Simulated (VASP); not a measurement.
# CdSe (zincblende type) (F-43m) in VASP: a series of runs

CdSe (zincblende type) is run at these levels: PBE; tasks: relaxation of cell and atoms.

Everything below comes from runs of VASP 6.6.1. Logs are shortened: lines on timing, memory, paths and dates and some standing lists are left out, and cuts for length are marked.

## Step 1: The cell of the first run

Symmetry: F-43m, No. 216, cubic system. Conventional cell: a = 5.249 Å, b = 5.249 Å, c = 5.249 Å, α = 90.00°, β = 90.00°, γ = 90.00°. Within 3.0 Å of Cd (site symmetry -43m) lie 4 Se at 2.27 Å. Se (site symmetry -43m) has 4 Cd at 2.27 Å within 3.0 Å.

## Step 2: Relaxation of cell and atoms, PBE, target pressure 50 GPa, at which the enthalpy is minimised

INCAR

```
PREC = Accurate
ENCUT = 600
EDIFF = 1E-6
ISMEAR = -1
SIGMA = 0.05
LREAL = F
LASPH = T
NELM = 80
ALGO = Normal
ISIF = 3
LWAVE = F
LCHARG = F
GGA = PE
IBRION = 2
NSW = 60
EDIFFG = -0.005
PSTRESS = 500.0
```

KPOINTS

```
regular mesh
0
Gamma
  12 12 12
```

POSCAR

```
CdSe
1.0
    0.0000000000      2.6245135744      2.6245135744
    2.6245135744      0.0000000000      2.6245135744
    2.6245135744      2.6245135744      0.0000000000
Cd Se
1 1
Direct
    0.0000000000      0.0000000000      0.0000000000
    0.2500000000      0.2500000000      0.2500000000
```

Potentials or basis: VASP PAW PBE potentials, release 64 (Cd, Se).

The run is started by

```
$ cat potpaw_PBE.64/Cd/POTCAR potpaw_PBE.64/Se/POTCAR > POTCAR
$ mpirun -np 1 vasp_std > vasp.out
```

OUTCAR:

```text
PREC = Accurate
   ENCUT = 600
   EDIFF = 1E-6
   ISMEAR = -1
   LREAL = F
   LASPH = T
   NELM = 80
   ISIF = 3
   GGA = PE
   IBRION = 2
   NSW = 60
   EDIFFG = -0.005
   PSTRESS = 500.0

 ion  position               nearest neighbor table
   1  0.000  0.000  0.000-   2 2.27   2 2.27   2 2.27   2 2.27
   2  0.250  0.250  0.250-   1 2.27   1 2.27   1 2.27   1 2.27

  LATTYP: Found a face centered cubic cell.
 ALAT       =     5.2490271488

  Lattice vectors:

 A1 = (   0.0000000000,   2.6245135744,   2.6245135744)
 A2 = (   2.6245135744,   0.0000000000,   2.6245135744)
 A3 = (   2.6245135744,   2.6245135744,   0.0000000000)

Analysis of symmetry for initial positions (statically):
=====================================================================
 Subroutine PRICEL returns:
 Original cell was already a primitive cell.

 Routine SETGRP: Setting up the symmetry group for a
 face centered cubic supercell.

 Subroutine GETGRP returns: Found 24 space group operations
 (whereof 24 operations were pure point group operations)
 out of a pool of 48 trial point group operations.

The static configuration has the point symmetry T_d .

Analysis of symmetry for dynamics (positions and initial velocities):
=====================================================================
 Subroutine PRICEL returns:
 Original cell was already a primitive cell.

 Routine SETGRP: Setting up the symmetry group for a
 face centered cubic supercell.

 Subroutine GETGRP returns: Found 24 space group operations
 (whereof 24 operations were pure point group operations)
 out of a pool of 48 trial point group operations.

The dynamic configuration has the point symmetry T_d .

 Subroutine INISYM returns: Found 24 space group operations
 (whereof 24 operations are pure point group operations),
 and found     1 'primitive' translations

----------------------------------------------------------------------------------------

                                     Primitive cell

  volume of cell :      36.1557

  direct lattice vectors                    reciprocal lattice vectors
     0.000000000  2.624513574  2.624513574    -0.190511493  0.190511493  0.190511493
     2.624513574  0.000000000  2.624513574     0.190511493 -0.190511493  0.190511493
     2.624513574  2.624513574  0.000000000     0.190511493  0.190511493 -0.190511493

  length of vectors
     3.711622692  3.711622692  3.711622692     0.329975586  0.329975586  0.329975586

  position of ions in fractional coordinates (direct lattice)
     0.000000000  0.000000000  0.000000000
     0.250000000  0.250000000  0.250000000

  ion indices of the primitive-cell ions
   primitive index   ion index
                 1           1
                 2           2

----------------------------------------------------------------------------------------

 KPOINTS: regular mesh

Automatic generation of k-mesh.
 Grid dimensions read from file:
 generate k-points for:   12   12   12

 Generating k-lattice:

  Cartesian coordinates                     Fractional coordinates (reciprocal lattice)
    -0.015875958  0.015875958  0.015875958     0.083333333  0.000000000  0.000000000
     0.015875958 -0.015875958  0.015875958     0.000000000  0.083333333  0.000000000
     0.015875958  0.015875958 -0.015875958     0.000000000  0.000000000  0.083333333

  Length of vectors
     0.027497965  0.027497965  0.027497965

  Shift w.r.t. Gamma in fractional coordinates (k-lattice)
     0.000000000  0.000000000  0.000000000

 Subroutine IBZKPT returns following result:
 ===========================================

 Found     72 irreducible k-points:

 Following reciprocal coordinates:
            Coordinates               Weight
  0.000000  0.000000  0.000000      1.000000
  0.083333  0.000000  0.000000      8.000000
  0.166667  0.000000  0.000000      8.000000
  0.250000  0.000000  0.000000      8.000000
  0.333333  0.000000  0.000000      8.000000
  0.416667  0.000000  0.000000      8.000000
[... 16 lines left out ...]
  0.500000  0.166667  0.000000     24.000000
 -0.416667  0.166667  0.000000     24.000000
 [... further k-points ...]
   k-points           NKPTS =     72   k-points in BZ     NKDIM =     72   number of bands    NBANDS=     13
   number of dos      NEDOS =    301   number of ions     NIONS =      2
   total plane-waves  NPLWV =  27000
   dimension x,y,z NGX =    30 NGY =   30 NGZ =   30
   dimension x,y,z NGXF=    60 NGYF=   60 NGZF=   60
   ions per type =               1   1
   NGX,Y,Z   is equivalent  to a cutoff of  13.44, 13.44, 13.44 a.u.
   NGXF,Y,Z  is equivalent  to a cutoff of  26.87, 26.87, 26.87 a.u.
 SYSTEM =  unknown system
   PREC   = accura    normal or accurate (medium, high low for compatibility)
   ISTART =      0    job   : 0-new  1-cont  2-samecut
   ICHARG =      2    charge: 1-file 2-atom 10-const
   ISPIN  =      1    spin polarized calculation?
   LNONCOLLINEAR =      F non collinear calculations
   LSORBIT =      F    spin-orbit coupling
   LASPH  =      T    aspherical Exc in radial PAW
   ENCUT  =  600.0 eV  44.10 Ry    6.64 a.u.   7.41  7.41  7.41*2*pi/ulx,y,z
   NELM   =     80;   NELMIN=  2; NELMDL= -5     # of ELM steps
   EDIFF  = 0.1E-05   stopping-criterion for ELM
   LREAL  =      F    real-space projection
   EDIFFG = -.5E-02   stopping-criterion for IOM
   NSW    =     60    number of steps for IOM
   IBRION =      2    ionic relax: 0-MD 1-quasi-New 2-CG
   NFREE  =      1    steps in history (QN), initial steepest desc. (CG)
   ISIF   =      3    stress and relaxation
   ISYM   =      2    0-nonsym 1-usesym 2-fastsym
   POTIM  = 0.5000    time-step for ionic-motion
   TEBEG  =    0.0;   TEEND  =   0.0 temperature during run
   PSTRESS=  500.0 pullay stress
   NELECT =      18.0000    total number of electrons
   NUPDOWN=      -1.0000    fix difference up-down
   EMIN   =  10.00;   EMAX   =-10.00  energy-range for DOS
   EFERMI =   0.00;   METHOD = LEGACY
   ISMEAR =    -1;   SIGMA  =   0.05  broadening in eV -4-tet -1-fermi 0-gaus
   EFERMI_NEDOS =   21; number of points for ismear=-14 and -15
   IALGO  =     38    algorithm
   IMIX   =      4    mixing-type and parameters
     AMIX     =   0.40;   BMIX     =  1.00
     AMIX_MAG =   1.60;   BMIX_MAG =  1.00
  volume/ion in A,a.u.               =      18.08       122.00
  Fermi-wavevector in a.u.,A,eV,Ry     =   1.297498  2.451917 22.905438  1.683502
  Thomas-Fermi vector in A             =   2.428887
   LORBIT       =      0    0 simple, 1 ext, 2 COOP (PROOUT), +10 PAW based schemes
   GGA     = PE    functional components
   LHFCALC =     F    Hartree Fock is set to
   AEXX    =    0.0000 exact exchange contribution
   IVDW    =     0    specifies the selected vdW correction
   LEPSILON=     F    determine dielectric tensor
   LRPA    =     F    only Hartree local field effects (RPA)
 conjugate gradient relaxation of ions
 non-spin polarized calculation
  energy-cutoff  :      600.00
  volume of cell :       36.16
 maximum number of plane-waves:      1243
 NGX is ok and might be reduce to    30
   NGX = 15   NGY = 15   NGZ = 15

--------------------------------------- Ionic step        1  -------------------------------------------

 number of electron      18.0000004 magnetization

 Free energy of the ion-electron system (eV)
  ---------------------------------------------------
  ext. energy  EPLUGINS =         0.00000000
  ---------------------------------------------------
  free energy    TOTEN  =        -2.14095667 eV

  energy without entropy =       -2.14095666  energy(sigma->0) =       -2.14095666

 E-fermi :   6.4756     XC(G=0): -11.0705

 val. band max:        5.7546537360   @ k =   0.0000   0.0000   0.0000
 cond. band min:       7.1229634966   @ k =   0.0000   0.0000   0.0000
 fundamental gap:      1.3683097606
 Fermi energy:         6.4756117631

 k-point     1 :       0.0000    0.0000    0.0000
  band No.  band energies     occupation
      1     -10.5695      2.00000
      2      -5.0380      2.00000
      3      -5.0380      2.00000
      4      -5.0380      2.00000
      5      -3.9649      2.00000
      6      -3.9649      2.00000
      7       5.7547      2.00000
      8       5.7547      2.00000
      9       5.7547      2.00000
     10       7.1230      0.00000
     11      11.2172      0.00000
     12      11.2172      0.00000
[... 867 lines left out ...]
  FREE ENERGIE OF THE ION-ELECTRON SYSTEM (eV)
  ---------------------------------------------------
  free  energy   TOTEN  =        -3.4760474659 eV

  energy  without entropy=       -3.4760474523  energy(sigma->0) =       -3.47604746

  enthalpy is  TOTEN    =         8.9305142953 eV   P V=       12.4065617612

[... ionic steps 4 to 13 ...]

--------------------------------------- Ionic step       14  -------------------------------------------

 number of electron      17.9999997 magnetization

------------------------ aborting loop because EDIFF is reached ----------------------------------------

  FORCE on cell =-STRESS in cart. coord.  units (eV):
  Direction    XX          YY          ZZ          XY          YZ          ZX
  --------------------------------------------------------------------------------------
  -------------------------------------------------------------------------------------
  Total       12.3053804     12.3053804     12.3053804      0.0000000     -0.0000000     -0.0000000
  in kB      501.4895306    501.4895306    501.4895306      0.0000000     -0.0000000     -0.0000000
  external PRESSURE =       1.4895306 kB  Pullay stress =     500.0000000 kB
[... 61 lines left out ...]
  enthalpy is  TOTEN    =         8.9272158371 eV   P V=       12.2707306547

--------------------------------------- Ionic step       16  -------------------------------------------

 number of electron      17.9999997 magnetization

 Free energy of the ion-electron system (eV)
  ---------------------------------------------------
  ext. energy  EPLUGINS =         0.00000000
  ---------------------------------------------------
  free energy    TOTEN  =        -3.34731764 eV

  energy without entropy =       -3.34731763  energy(sigma->0) =       -3.34731764

 E-fermi :   5.2906     XC(G=0): -10.6283

 val. band max:        4.6158177300   @ k =   0.0000   0.0000   0.0000
 cond. band min:       5.8834087846   @ k =   0.0000   0.0000   0.0000
 fundamental gap:      1.2675910546
 Fermi energy:         5.2906436010

 k-point     1 :       0.0000    0.0000    0.0000
  band No.  band energies     occupation
      1     -10.7908      2.00000
      2      -5.4037      2.00000
      3      -5.4037      2.00000
      4      -5.4037      2.00000
      5      -4.4959      2.00000
      6      -4.4959      2.00000
      7       4.6158      2.00000
      8       4.6158      2.00000
      9       4.6158      2.00000
     10       5.8834      0.00001
     11      10.2456      0.00000
     12      10.2456      0.00000
[... 398 lines left out ...]
  FREE ENERGIE OF THE ION-ELECTRON SYSTEM (eV)
  ---------------------------------------------------
  free  energy   TOTEN  =        -3.3473176436 eV

  energy  without entropy=       -3.3473176319  energy(sigma->0) =       -3.34731764

  enthalpy is  TOTEN    =         8.9272134014 eV   P V=       12.2745310450

 reached required accuracy - stopping structural energy minimisation
```

Wall time 4.7 min (1 thread of Intel Xeon 8259CL, shared host); peak memory 0.21 GiB.

What came out:

```
Free energy                                                : -3.3473 eV
Relaxed volume                                             : 19.67 Å³/atom
Relaxed cell                                               : a = 3.817 Å, b = 3.817 Å, c = 3.817 Å, α = 60.00°, β = 60.00°, γ = 60.00°
Space group after relaxing (to 0.1 Å)                      : F-43m (No. 216)
Energy change on relaxing (the run minimises the enthalpy) : -603.2 meV/atom
Ionic steps                                                : 16
Pressure after relaxing                                    : 50.0 GPa
Band gap on the k mesh                                     : 1.27 eV
```

The path:
| step | energy change (eV) | largest force (eV/Å) | pressure (GPa) | volume (Å³) |
| --- | --- | --- | --- | --- |
| 1 | 0.0000 | 0.0000 | 73.18 | 36.16 |
| 2 | -3.1510 | 0.0000 | 9.19 | 51.64 |
| 3 | -1.3351 | 0.0000 | 47.54 | 39.76 |
| 4 | -1.2177 | 0.0000 | 49.80 | 39.37 |
| 5 | -1.1971 | 0.0000 | 50.22 | 39.30 |
| 6 | -1.1975 | 0.0000 | 50.19 | 39.30 |
| 7 | -1.1988 | 0.0000 | 50.16 | 39.31 |
| 8 | -1.1988 | 0.0000 | 50.16 | 39.31 |
| 9 | -1.1988 | 0.0000 | 50.16 | 39.31 |
| 10 | -1.1989 | 0.0000 | 50.16 | 39.31 |
| 11 | -1.1990 | 0.0000 | 50.16 | 39.31 |
| 12 | -1.1992 | 0.0000 | 50.15 | 39.31 |
| 13 | -1.1997 | 0.0000 | 50.15 | 39.31 |
| 14 | -1.2007 | 0.0000 | 50.15 | 39.31 |
| 15 | -1.2026 | 0.0000 | 50.08 | 39.32 |
| 16 | -1.2064 | 0.0000 | 50.03 | 39.33 |

Final structure:
```
CELL_PARAMETERS angstrom
0.00000 2.69922 2.69922
2.69922 0.00000 2.69922
2.69922 2.69922 0.00000
ATOMIC_POSITIONS crystal
Cd 0.00000 0.00000 0.00000
Se 0.25000 0.25000 0.25000
```

Caveat: the cell is relaxed towards a set pressure, so the run minimises the enthalpy, not the energy.

## Step 3: Relaxation of cell and atoms, PBE, target pressure 50 GPa, at which the enthalpy is minimised

This run uses another cell than the first one, of 19.55 Å³/atom.

INCAR

```
PREC     = Accurate       # precision mode
ENCUT    = 600            # plane-wave cutoff, eV
EDIFF    = 1E-6           # SCF threshold, eV
ISMEAR   = -1             # smearing method
SIGMA    = 0.05           # smearing width, eV
LREAL    = False          # projectors in reciprocal space
LASPH    = True           # aspherical terms in the spheres
NELM     = 100            # most SCF steps
ALGO     = Normal         # electronic algorithm
ISIF     = 3              # what is computed and relaxed
LWAVE    = False          # write WAVECAR
LCHARG   = False          # write CHGCAR
GGA      = PE             # functional
IBRION   = 2              # ionic algorithm
NSW      = 32             # ionic steps
EDIFFG   = -0.005         # ionic threshold
PSTRESS  = 500.0
```

KPOINTS is that of step 2.

POSCAR

```
CdSe
1.0
    0.0000000000      2.6937612968      2.6937612968
    2.6937612968      0.0000000000      2.6937612968
    2.6937612968      2.6937612968      0.0000000000
Cd Se
1 1
Direct
    0.0000000000      0.0000000000      0.0000000000
    0.2500000000      0.2500000000      0.2500000000
```

Potentials or basis: VASP PAW PBE potentials, release 64 (Cd, Se).

The run is started by

```
$ cat potpaw_PBE.64/Cd/POTCAR potpaw_PBE.64/Se/POTCAR > POTCAR
$ mpirun -np 1 vasp_std > vasp.out
```

Run time: 2.6 min. Hardware: 1 thread of Intel Xeon 8259CL, shared host; peak memory 0.21 GiB.

The run converged. Its results:

| Property | Result |
| --- | --- |
| Free energy | -3.3487 eV |
| Relaxed volume | 19.67 Å³/atom |
| Relaxed cell | a = 3.817 Å, b = 3.817 Å, c = 3.817 Å, α = 60.00°, β = 60.00°, γ = 60.00° |
| Space group after relaxing (to 0.1 Å) | F-43m (No. 216) |
| Energy change on relaxing (the run minimises the enthalpy) | -37.8 meV/atom |
| Ionic steps | 3 |
| Pressure after relaxing | 50.0 GPa |
| Band gap on the k mesh | 1.27 eV |

The path:
| step | energy change (eV) | largest force (eV/Å) | pressure (GPa) | volume (Å³) |
| --- | --- | --- | --- | --- |
| 1 | 0.0000 | 0.0000 | 51.45 | 39.09 |
| 2 | -0.3048 | 0.0000 | 45.52 | 40.10 |
| 3 | -0.0755 | 0.0000 | 49.99 | 39.33 |

Final structure:
```
CELL_PARAMETERS angstrom
0.00000 2.69923 2.69923
2.69923 0.00000 2.69923
2.69923 2.69923 0.00000
ATOMIC_POSITIONS crystal
Cd 0.00000 0.00000 0.00000
Se 0.25000 0.25000 0.25000
```

Levels at points of the mesh, in eV from the valence-band top:
```
           k point  band 5  band 6  band 7  band 8  band 9  band 10  band 11  band 12  band 13
(0.00, 0.00, 0.00)   -9.11   -9.11    0.00    0.00    0.00     1.27     5.63     5.63     5.63
(0.50, 0.00, 0.00)   -9.05   -8.45   -7.11   -1.44   -1.44     2.65     6.23     6.23     7.92
(0.50, 0.50, 0.00)   -8.96   -8.35   -6.03   -3.48   -3.48     2.23     3.58    11.22    12.38
```

Caveat: the cell is relaxed towards a set pressure, so the run minimises the enthalpy, not the energy.
